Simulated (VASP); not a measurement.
Wanted: the native input for a VASP 6.6.1 run.

```yaml
Task: single point
Functional: RPBE
Dispersion: D3(BJ)
Potentials_or_basis: VASP PAW PBE potentials, release 64 (Pb_d)
Cutoff: 520 eV
k_mesh: 7 × 7 × 7
Occupations: fermi-dirac, width 0.025 eV
Spin: non-collinear spin, typed start, spin-orbit coupling
Starting_moments: "[[0.289, 0.289, 0.289]] μB"
Dipole_correction: no
Further_INCAR_settings: ALGO = Normal; EDIFF = 1e-07; NBANDS = 25
```

The structure of Pb lies in POSCAR:

```
Pb
1.0
    0.0000000000      2.4415696833      2.4415696833
    2.4415696833      0.0000000000      2.4415696833
    2.4415696833      2.4415696833      0.0000000000
Pb
1
Direct
    0.0000000000      0.0000000000      0.0000000000
```

One way to write it, as run:

INCAR

```
SYSTEM = Pb
PREC = Accurate
ENCUT = 520
EDIFF = 1E-7
ISMEAR = -1
SIGMA = 0.025
LREAL = .False.
LASPH = .True.
NELM = 150
ALGO = Normal
ISIF = 2
LWAVE = .False.
LCHARG = .True.
MAGMOM = 0.289 0.289 0.289
LORBIT = 11
LSORBIT = .True.
GGA_COMPAT = .False.
LORBMOM = .True.
GGA = RP
IVDW = 12
LVHAR = .True.
NBANDS = 25
```

KPOINTS

```
Automatic mesh
0
Gamma
  7 7 7
  0 0 0
```

Potentials or basis: VASP PAW PBE potentials, release 64 (Pb_d).

Run with:

```bash
$ cat potpaw_PBE.64/Pb_d/POTCAR > POTCAR
$ mpirun -np 1 vasp_ncl > vasp.out
```

Results of the run:

```json
{
  "Pressure": "-15.3 GPa",
  "Net moment": "0.00 μB per cell",
  "Valence electrons inside the program's atomic spheres": "Pb 12.00",
  "Dispersion energy per atom": "-2.613 eV"
}
```

Caveat: the cell stands under tension; the dispersion term is far too large for a dense solid, which distorts pressure and volume; the PAW data sets were made with another functional, which shifts forces and pressure a little.

Run time: 3.2 min on 1 thread of Intel Xeon 8259CL, with other jobs on the host, peak memory 0.29 GiB.
